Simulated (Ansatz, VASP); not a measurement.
**Two plane-wave programs on Fe**

Contents of POSCAR:

```
Fe
1.0
    0.0000000000      1.7595652491      1.7595652491
    1.7595652491      0.0000000000      1.7595652491
    1.7595652491      1.7595652491      0.0000000000
Fe
1
Direct
    0.0000000000      0.0000000000      0.0000000000
```

Contents of INCAR.step1:

```
SYSTEM = Fe
ALGO = Normal
EDIFF = 1E-4
ENCUT = 600
GGA = PE
ISMEAR = -1
ISPIN = 2
LASPH = .True.
LCHARG = .False.
LMAXMIX = 4
LREAL = .False.
LWAVE = .True.
MAGMOM = 3
NELM = 150
PREC = Accurate
SIGMA = 0.05
```

INCAR.step2

```
SYSTEM = Fe
ALGO = Normal
EDIFF = 1E-7
EDIFFG = -0.005
ENCUT = 600
IBRION = 2
ISIF = 3
ISMEAR = -1
ISPIN = 2
ISTART = 1
IVDW = 13
LASPH = .True.
LCHARG = .False.
LMAXMIX = 4
LMIXTAU = .True.
LORBIT = 11
LREAL = .False.
LWAVE = .False.
MAGMOM = 3
METAGGA = R2SCAN
NELM = 150
NSW = 100
PREC = Accurate
SIGMA = 0.05
VDW_A1 = 0.51559235
VDW_A2 = 5.77342911
VDW_S6 = 1.0
VDW_S8 = 0.6018749
```

Contents of KPOINTS:

```
k-points
0
Gamma
  16 16 16
  0 0 0
```

Input for Ansatz:

```yaml
crystal:
  lattice:
    - [0.0, 1.7595652491, 1.7595652491]
    - [1.7595652491, 0.0, 1.7595652491]
    - [1.7595652491, 1.7595652491, 0.0]
  atoms:
    - { symbol: Fe, position: [0.0, 0.0, 0.0], spin: 3.0 }
magnetization:
  spin_polarized: true
kpoints:
  mp_grid: { grid: [16, 16, 16] }
scf:
  occupations: { method: fermi_dirac, width: 0.05 }
hamiltonian:
  xc: r2scan
  pseudopotentials: { kind: paw }
  dispersion: d4
output:
  forces: true
  stress: true
  efg: { contact_densities: true }
relax:
  f_tol: 0.005
  max_steps: 80
  cell: {}
```

Alike in both runs: task relaxation of cell and atoms; functional r2SCAN; dispersion D4; k mesh 16 × 16 × 16; occupations fermi-dirac, width 0.05 eV; collinear spin.

```csv
,VASP,Ansatz
version,VASP 6.6.1,Ansatz 0.2.0
potentials or method,"VASP PAW PBE potentials, release 64 (Fe)","PAW with Ansatz's default frozen-core files, scalar-relativistic"
plane-wave cutoff (eV),600,500
valence electrons in the cell,8,16
```

```csv
,VASP,Ansatz,Ansatz less VASP
net moment per atom (μB),2.79,2.80,+0.007
size of the moment on the site where the two differ most (μB),2.84,2.91,+0.075
relaxed volume (Å³/atom),12.00,12.03,+0.035
relaxed length of the cell vector where the two differ most in proportion (Å),2.570,2.572,+0.0025
```

VASP's potentials were made for PBE, not for r2SCAN. Site moments also hang on the region over which each program counts them. VASP's potentials hold 8 valence electrons a cell and Ansatz's 16, so a difference there can come from the potentials and not from the codes.
